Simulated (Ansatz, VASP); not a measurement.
# InSb3 in VASP and in Ansatz

Contents of INCAR:

```
PREC = Accurate ; ENCUT = 500
EDIFF = 1E-6 ; ISMEAR = -1
SIGMA = 0.025851999786435532 ; LREAL = False
LASPH = True ; NELM = 120
ALGO = Normal ; ISIF = 2
LWAVE = False ; LCHARG = True
GGA = PE ; LELF = True
LVHAR = True ; NBANDS = 22
GGA_COMPAT = False
```

Contents of KPOINTS:

```
Automatic mesh
0
Gamma
  4 4 4
```

Contents of POSCAR:

```
InSb3
1.0
    0.0000000000      3.7945550000      3.7945550000
    3.7945550000      0.0000000000      3.7945550000
    3.7945550000      3.7945550000      0.0000000000
In Sb
1 3
Direct
    0.0000000000      0.0000000000      0.0000000000
    0.2500000000      0.2500000000      0.2500000000
    0.7500000000      0.7500000000      0.7500000000
    0.5000000000      0.5000000000      0.5000000000
```

Input for Ansatz:

```yaml
crystal:
  lattice:
    - [0.0, 3.794555, 3.794555]
    - [3.794555, 0.0, 3.794555]
    - [3.794555, 3.794555, 0.0]
  atoms:
    - { symbol: In, position: [0.0, 0.0, 0.0] }
    - { symbol: Sb, position: [0.25, 0.25, 0.25] }
    - { symbol: Sb, position: [0.75, 0.75, 0.75] }
    - { symbol: Sb, position: [0.5, 0.5, 0.5] }
basis: {}
kpoints:
  mp_grid: { grid: [4, 4, 4] }
hamiltonian:
  xc: pbe
scf:
  occupations: { method: fermi_dirac, width: "300 K" }
  n_extra_bands: 20
  mixing: { beta: 0.041, ndim: 4, preconditioner: none }
  initial_density: { chi_scale: 0, normalization: atom }
  max_iter: 89
output:
  forces: true
  stress: true
  eigenvalues: true
```

Alike in both runs: task single point; functional PBE; k mesh 4 × 4 × 4; no spin polarisation.

|  | VASP | Ansatz |
| --- | --- | --- |
| version | VASP 6.6.1 | Ansatz 0.2.0 |
| potentials or method | VASP PAW PBE potentials, release 64 (In_d, Sb) | scalar-relativistic, plane waves, PAW |
| plane-wave cutoff (eV) | 500 | 420 |
| occupations | fermi-dirac, width 0.025852 eV | fermi-dirac |
| valence electrons in the cell | 28 | 58 |

|  | VASP | Ansatz | Ansatz less VASP |
| --- | --- | --- | --- |
| gap on the k mesh at the Fermi level (eV) | none | none | - |
| pressure (GPa) | -1.4 | -1.3 | +0.10 |

A gap of «none» marks a metal or a gap that the smearing closes. VASP's potentials hold 28 valence electrons a cell and Ansatz's 58, so a difference there can come from the potentials and not from the codes.

Spin-orbit coupling is off throughout.
